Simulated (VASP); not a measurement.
# CaO (Fm-3m) in VASP: a series of runs

CaO is run at these levels: PBE; tasks: single point.

All numbers are computed with VASP 6.6.1; they aren't measurements. Logs are shortened: lines on timing, memory, paths and dates and some standing lists are left out, and cuts for length are marked.

## 1. The cell of the first run

Symmetry: Fm-3m, No. 225, cubic system. Conventional cell: a = 4.914 Å, b = 4.914 Å, c = 4.914 Å, α = 90.00°, β = 90.00°, γ = 90.00°. Ca (site symmetry m-3m) has 6 O at 2.46 Å within 3.2 Å. O (site symmetry m-3m) has 6 Ca at 2.46 Å within 3.2 Å.

## 2. Single point, PBE

Contents of INCAR:

```
ALGO     = Normal         # electronic algorithm
EDIFF    = 1E-6           # SCF threshold, eV
ENCUT    = 600            # plane-wave cutoff, eV
GGA      = PE             # functional
GGA_COMPAT= False        
ISIF     = 2              # what is computed and relaxed
ISMEAR   = -1             # smearing method
LASPH    = True           # aspherical terms in the spheres
LCHARG   = True           # write CHGCAR
LELF     = True           # ELF
LREAL    = False          # projectors in reciprocal space
LVHAR    = True         
LWAVE    = False          # write WAVECAR
NBANDS   = 15             # bands
NELM     = 120            # most SCF steps
PREC     = Accurate       # precision mode
SIGMA    = 0.05           # smearing width, eV
```

Contents of KPOINTS:

```
k-points
0
Gamma
  8 8 8
```

Contents of POSCAR:

```
CaO
1.0
    0.0000000000      2.4570000000      2.4570000000
    2.4570000000      0.0000000000      2.4570000000
    2.4570000000      2.4570000000      0.0000000000
Ca O
1 1
Direct
    0.0000000000      0.0000000000      0.0000000000
    0.5000000000      0.5000000000      0.5000000000
```

Potentials or basis: VASP PAW PBE potentials, release 64 (Ca_sv, O).

Started as:

```
> cat potpaw_PBE.64/Ca_sv/POTCAR potpaw_PBE.64/O/POTCAR > POTCAR
> mpirun -np 1 vasp_std > vasp.out
```

OUTCAR:

```text
EDIFF = 1E-6
   ENCUT = 600
   GGA = PE
   ISIF = 2
   ISMEAR = -1
   LASPH = True
   LREAL = False
   NELM = 120
   PREC = Accurate

 ion  position               nearest neighbor table
   1  0.000  0.000  0.000-   2 2.46   2 2.46   2 2.46   2 2.46   2 2.46   2 2.46
   2  0.500  0.500  0.500-   1 2.46   1 2.46   1 2.46   1 2.46   1 2.46   1 2.46

  LATTYP: Found a face centered cubic cell.
 ALAT       =     4.9140000000

  Lattice vectors:

 A1 = (   0.0000000000,   2.4570000000,   2.4570000000)
 A2 = (   2.4570000000,   0.0000000000,   2.4570000000)
 A3 = (   2.4570000000,   2.4570000000,   0.0000000000)

Analysis of symmetry for initial positions (statically):
=====================================================================
 Subroutine PRICEL returns:
 Original cell was already a primitive cell.

 Routine SETGRP: Setting up the symmetry group for a
 face centered cubic supercell.

 Subroutine GETGRP returns: Found 48 space group operations
 (whereof 48 operations were pure point group operations)
 out of a pool of 48 trial point group operations.

The static configuration has the point symmetry O_h .

Analysis of symmetry for dynamics (positions and initial velocities):
=====================================================================
 Subroutine PRICEL returns:
 Original cell was already a primitive cell.

 Routine SETGRP: Setting up the symmetry group for a
 face centered cubic supercell.

 Subroutine GETGRP returns: Found 48 space group operations
 (whereof 48 operations were pure point group operations)
 out of a pool of 48 trial point group operations.

The dynamic configuration has the point symmetry O_h .

 Subroutine INISYM returns: Found 48 space group operations
 (whereof 48 operations are pure point group operations),
 and found     1 'primitive' translations

----------------------------------------------------------------------------------------

                                     Primitive cell

  volume of cell :      29.6651

  direct lattice vectors                    reciprocal lattice vectors
     0.000000000  2.457000000  2.457000000    -0.203500204  0.203500204  0.203500204
     2.457000000  0.000000000  2.457000000     0.203500204 -0.203500204  0.203500204
     2.457000000  2.457000000  0.000000000     0.203500204  0.203500204 -0.203500204

  length of vectors
     3.474722723  3.474722723  3.474722723     0.352472692  0.352472692  0.352472692

  position of ions in fractional coordinates (direct lattice)
     0.000000000  0.000000000  0.000000000
     0.500000000  0.500000000  0.500000000

  ion indices of the primitive-cell ions
   primitive index   ion index
                 1           1
                 2           2

----------------------------------------------------------------------------------------

 KPOINTS: k-points

Automatic generation of k-mesh.
 Grid dimensions read from file:
 generate k-points for:    8    8    8

 Generating k-lattice:

  Cartesian coordinates                     Fractional coordinates (reciprocal lattice)
    -0.025437525  0.025437525  0.025437525     0.125000000  0.000000000  0.000000000
     0.025437525 -0.025437525  0.025437525     0.000000000  0.125000000  0.000000000
     0.025437525  0.025437525 -0.025437525     0.000000000  0.000000000  0.125000000

  Length of vectors
     0.044059086  0.044059086  0.044059086

  Shift w.r.t. Gamma in fractional coordinates (k-lattice)
     0.000000000  0.000000000  0.000000000

 Subroutine IBZKPT returns following result:
 ===========================================

 Found     29 irreducible k-points:

 Following reciprocal coordinates:
            Coordinates               Weight
  0.000000  0.000000  0.000000      1.000000
  0.125000  0.000000  0.000000      8.000000
  0.250000  0.000000  0.000000      8.000000
  0.375000  0.000000  0.000000      8.000000
  0.500000  0.000000  0.000000      4.000000
  0.125000  0.125000  0.000000      6.000000
[... 16 lines left out ...]
  0.500000  0.250000  0.125000     48.000000
 -0.375000  0.250000  0.125000     24.000000
 [... further k-points ...]
   k-points           NKPTS =     29   k-points in BZ     NKDIM =     29   number of bands    NBANDS=     15
   number of dos      NEDOS =    301   number of ions     NIONS =      2
   total plane-waves  NPLWV =  21952
   dimension x,y,z NGX =    28 NGY =   28 NGZ =   28
   dimension x,y,z NGXF=    56 NGYF=   56 NGZF=   56
   ions per type =               1   1
   NGX,Y,Z   is equivalent  to a cutoff of  13.40, 13.40, 13.40 a.u.
   NGXF,Y,Z  is equivalent  to a cutoff of  26.79, 26.79, 26.79 a.u.
 SYSTEM =  unknown system
   PREC   = accura    normal or accurate (medium, high low for compatibility)
   ISTART =      0    job   : 0-new  1-cont  2-samecut
   ICHARG =      2    charge: 1-file 2-atom 10-const
   ISPIN  =      1    spin polarized calculation?
   LNONCOLLINEAR =      F non collinear calculations
   LSORBIT =      F    spin-orbit coupling
   LASPH  =      T    aspherical Exc in radial PAW
   ENCUT  =  600.0 eV  44.10 Ry    6.64 a.u.   6.94  6.94  6.94*2*pi/ulx,y,z
   NELM   =    120;   NELMIN=  2; NELMDL= -5     # of ELM steps
   EDIFF  = 0.1E-05   stopping-criterion for ELM
   LREAL  =      F    real-space projection
   EDIFFG = 0.1E-04   stopping-criterion for IOM
   NSW    =      0    number of steps for IOM
   IBRION =     -1    ionic relax: 0-MD 1-quasi-New 2-CG
   NFREE  =      0    steps in history (QN), initial steepest desc. (CG)
   ISIF   =      2    stress and relaxation
   ISYM   =      2    0-nonsym 1-usesym 2-fastsym
   POTIM  = 0.5000    time-step for ionic-motion
   TEBEG  =    0.0;   TEEND  =   0.0 temperature during run
   PSTRESS=    0.0 pullay stress
   NELECT =      16.0000    total number of electrons
   NUPDOWN=      -1.0000    fix difference up-down
   EMIN   =  10.00;   EMAX   =-10.00  energy-range for DOS
   EFERMI =   0.00;   METHOD = LEGACY
   ISMEAR =    -1;   SIGMA  =   0.05  broadening in eV -4-tet -1-fermi 0-gaus
   EFERMI_NEDOS =   21; number of points for ismear=-14 and -15
   IALGO  =     38    algorithm
   IMIX   =      4    mixing-type and parameters
     AMIX     =   0.40;   BMIX     =  1.00
     AMIX_MAG =   1.60;   BMIX_MAG =  1.00
  volume/ion in A,a.u.               =      14.83       100.09
  Fermi-wavevector in a.u.,A,eV,Ry     =   1.332600  2.518248 24.161520  1.775822
  Thomas-Fermi vector in A             =   2.461522
   LORBIT       =      0    0 simple, 1 ext, 2 COOP (PROOUT), +10 PAW based schemes
   GGA     = PE    functional components
   LHFCALC =     F    Hartree Fock is set to
   AEXX    =    0.0000 exact exchange contribution
   IVDW    =     0    specifies the selected vdW correction
   LEPSILON=     F    determine dielectric tensor
   LRPA    =     F    only Hartree local field effects (RPA)
 non-spin polarized calculation
  energy-cutoff  :      600.00
  volume of cell :       29.67
 maximum number of plane-waves:      1002
   NGX = 13   NGY = 13   NGZ = 13

 number of electron      16.0000005 magnetization

 Free energy of the ion-electron system (eV)
  ---------------------------------------------------
  ext. energy  EPLUGINS =         0.00000000
  ---------------------------------------------------
  free energy    TOTEN  =       -12.79003010 eV

  energy without entropy =      -12.79003010  energy(sigma->0) =      -12.79003010

 E-fermi :   2.9787     XC(G=0): -10.1562

 val. band max:        1.9863471713   @ k =   0.0000   0.0000   0.0000
 cond. band min:       5.6306136606   @ k =   0.5000   0.5000   0.0000
 fundamental gap:      3.6442664894
 Fermi energy:         2.9787086439

 k-point     1 :       0.0000    0.0000    0.0000
  band No.  band energies     occupation
      1     -35.9307      2.00000
      2     -16.7368      2.00000
      3     -16.7368      2.00000
      4     -16.7368      2.00000
      5     -13.4197      2.00000
      6       1.9863      2.00000
      7       1.9863      2.00000
      8       1.9863      2.00000
      9       6.1817      0.00000
     10       8.0419      0.00000
     11       8.0419      0.00000
     12       8.0419      0.00000
     13       9.4334      0.00000
     14       9.4334      0.00000
     15      16.6416      0.00000

 k-point     2 :       0.1250    0.0000    0.0000
  band No.  band energies     occupation
      1     -35.9197      2.00000
      2     -16.8873      2.00000
      3     -16.7435      2.00000
      4     -16.7435      2.00000
      5     -13.2563      2.00000
      6       1.4713      2.00000
      7       1.7995      2.00000
      8       1.7995      2.00000
      9       6.8534      0.00000
     10       7.9982      0.00000
     11       8.2846      0.00000
     12       8.2846      0.00000
     13       9.7616      0.00000
     14       9.7616      0.00000
     15      17.1417      0.00000

 k-point     3 :       0.2500    0.0000    0.0000
  band No.  band energies     occupation
      1     -35.8929      2.00000
      2     -17.2060      2.00000
      3     -16.7596      2.00000
      4     -16.7596      2.00000
      5     -12.9050      2.00000
      6       0.5276      2.00000
      7       1.3962      2.00000
      8       1.3962      2.00000
      9       8.0149      0.00000
     10       8.3023      0.00000
     11       8.9193      0.00000
     12       8.9193      0.00000
     13      10.5561      0.00000
     14      10.5561      0.00000
     15      17.2309      0.00000
[... 343 lines left out ...]
 k-point    23 :       0.5000    0.2500    0.1250
  band No.  band energies     occupation
      1     -35.8519      2.00000
      2     -17.3608      2.00000
      3     -16.9148      2.00000
      4     -16.8178      2.00000
      5     -12.7342      2.00000
      6       0.0899      2.00000
      7       1.0081      2.00000
      8       1.1891      2.00000
      9       7.6916      0.00000
     10       9.0865      0.00000
     11      10.0803      0.00000
     12      10.1226      0.00000
     13      11.3984      0.00000
     14      12.4775      0.00000
     15      15.9432      0.00000

 k-point    24 :      -0.3750    0.2500    0.1250
  band No.  band energies     occupation
      1     -35.8429      2.00000
      2     -17.4108      2.00000
      3     -16.9272      2.00000
      4     -16.8374      2.00000
      5     -12.6855      2.00000
      6       0.0384      2.00000
      7       0.9227      2.00000
      8       1.0205      2.00000
      9       8.4718      0.00000
     10       8.5469      0.00000
     11      10.3545      0.00000
     12      10.4302      0.00000
     13      11.6702      0.00000
     14      13.2681      0.00000
     15      14.9602      0.00000

 [... further k-points ...]
[... 5 lines left out ...]
  --------------------------------------------------------------------------------------
  -------------------------------------------------------------------------------------
  Total       -0.8338859     -0.8338859     -0.8338859     -0.0000000      0.0000000      0.0000000
  in kB      -45.0372358    -45.0372358    -45.0372358     -0.0000000      0.0000000      0.0000000
  external PRESSURE =     -45.0372358 kB  Pullay stress =       0.0000000 kB

 VOLUME and BASIS-vectors are now :
 -----------------------------------------------------------------------------
  energy-cutoff  :      600.00
  volume of cell :       29.67
      direct lattice vectors                 reciprocal lattice vectors
     0.000000000  2.457000000  2.457000000    -0.203500204  0.203500204  0.203500204
     2.457000000  0.000000000  2.457000000     0.203500204 -0.203500204  0.203500204
     2.457000000  2.457000000  0.000000000     0.203500204  0.203500204 -0.203500204

 POSITION                                       TOTAL-FORCE (eV/Angst)
 -----------------------------------------------------------------------------------
      0.00000      0.00000      0.00000        -0.000000     -0.000000     -0.000000
      2.45700      2.45700      2.45700         0.000000      0.000000      0.000000
 -----------------------------------------------------------------------------------
    total drift:                                0.000000      0.000000      0.000000

  FREE ENERGIE OF THE ION-ELECTRON SYSTEM (eV)
  ---------------------------------------------------
  free  energy   TOTEN  =       -12.7900300985 eV

  energy  without entropy=      -12.7900300985  energy(sigma->0) =      -12.79003010
```

Wall time 7.1 s (1 thread of Intel Xeon 6975P-C (Granite Rapids), shared host); peak memory 0.16 GiB.

What came out:

* Free energy: -12.7900 eV
* Pressure: -4.5 GPa
* Band gap on the k mesh: 3.64 eV, indirect (least direct gap 4.03 eV)

Levels at points of the mesh, in eV from the valence-band top:
```
           k point  band 5  band 6  band 7  band 8  band 9  band 10  band 11  band 12
(0.00, 0.00, 0.00)  -15.41    0.00    0.00    0.00    4.20     6.06     6.06     6.06
(0.50, 0.00, 0.00)  -14.46   -2.49   -1.08   -1.08    6.74     7.99     7.99     8.00
(0.50, 0.50, 0.00)  -15.17   -1.32   -0.38   -0.38    3.64     7.56     8.51     9.09
```

A k mesh can miss the band edges. Expect the measured gap to be larger: semilocal functionals such as PBE lack the derivative discontinuity.

## 3. Single point, PBE

Contents of INCAR:

```
SYSTEM = CaO
ALGO = Normal ; EDIFF = 1E-6
ENCUT = 600 ; GGA = PE
GGA_COMPAT = .FALSE. ; ISIF = 2
ISMEAR = -1 ; LASPH = .TRUE.
LCHARG = .FALSE. ; LREAL = .FALSE.
LWAVE = .FALSE. ; NBANDS = 15
NELM = 120 ; PREC = Accurate
SIGMA = 0.05
```

Contents of KPOINTS:

```
k-points
0
G
  8 8 8
  0 0 0
```

POSCAR is that of step 2.

Potentials or basis: VASP PAW PBE potentials, release 64 (Ca_sv, O).

Started as:

```
> cat potpaw_PBE.64/Ca_sv/POTCAR potpaw_PBE.64/O/POTCAR > POTCAR
> mpirun -np 1 vasp_std > vasp.out
```

Wall time 6.6 s (1 thread of Intel Xeon 6975P-C (Granite Rapids), shared host); peak memory 0.16 GiB.

The run converged. Its results:

```yaml
Free_energy: -12.7900 eV
Pressure: -4.5 GPa
Band_gap_on_the_k_mesh: 3.64 eV, indirect (least direct gap 4.03 eV)
```

Levels at points of the mesh, in eV from the valence-band top:
| k point | band 6 | band 7 | band 8 | band 9 | band 10 | band 11 |
| --- | --- | --- | --- | --- | --- | --- |
| (0.00, 0.00, 0.00) | 0.00 | 0.00 | 0.00 | 4.20 | 6.06 | 6.06 |
| (0.50, 0.00, 0.00) | -2.49 | -1.08 | -1.08 | 6.74 | 7.99 | 7.99 |
| (0.50, 0.50, 0.00) | -1.32 | -0.38 | -0.38 | 3.64 | 7.56 | 8.51 |

A k mesh can miss the band edges.

## 4. Single point, PBE

Contents of INCAR:

```
SYSTEM = CaO
PREC = Accurate
ENCUT = 600
EDIFF = 1E-6
ISMEAR = 0
SIGMA = 0.01
LREAL = .False.
LASPH = .True.
NELM = 120
ALGO = Normal
ISIF = 2
LWAVE = .False.
LCHARG = .False.
GGA = PE
NBANDS = 15
GGA_COMPAT = .False.
```

Contents of KPOINTS:

```
Automatic mesh
0
Gamma
  8 8 8
  0 0 0
```

POSCAR is that of step 3.

Started as:

```
> cat potpaw_PBE.64/Ca_sv/POTCAR potpaw_PBE.64/O/POTCAR > POTCAR
> mpirun -np 1 vasp_std > vasp.out
```

Run time: 6.6 s. Hardware: 1 thread of Intel Xeon 6975P-C (Granite Rapids), shared host; peak memory 0.15 GiB.

The run converged. Its results:

- Free energy: -12.7900 eV
- Pressure: -4.5 GPa
- Band gap on the k mesh: 3.64 eV, indirect (least direct gap 4.03 eV)

Levels at points of the mesh, in eV from the valence-band top:
| k point | band 6 | band 7 | band 8 | band 9 | band 10 | band 11 |
| --- | --- | --- | --- | --- | --- | --- |
| (0.00, 0.00, 0.00) | 0.00 | 0.00 | 0.00 | 4.20 | 6.06 | 6.06 |
| (0.50, 0.00, 0.00) | -2.49 | -1.08 | -1.08 | 6.74 | 7.99 | 7.99 |
| (0.50, 0.50, 0.00) | -1.32 | -0.38 | -0.38 | 3.64 | 7.56 | 8.51 |

(Part 1 of 2 ends here.)
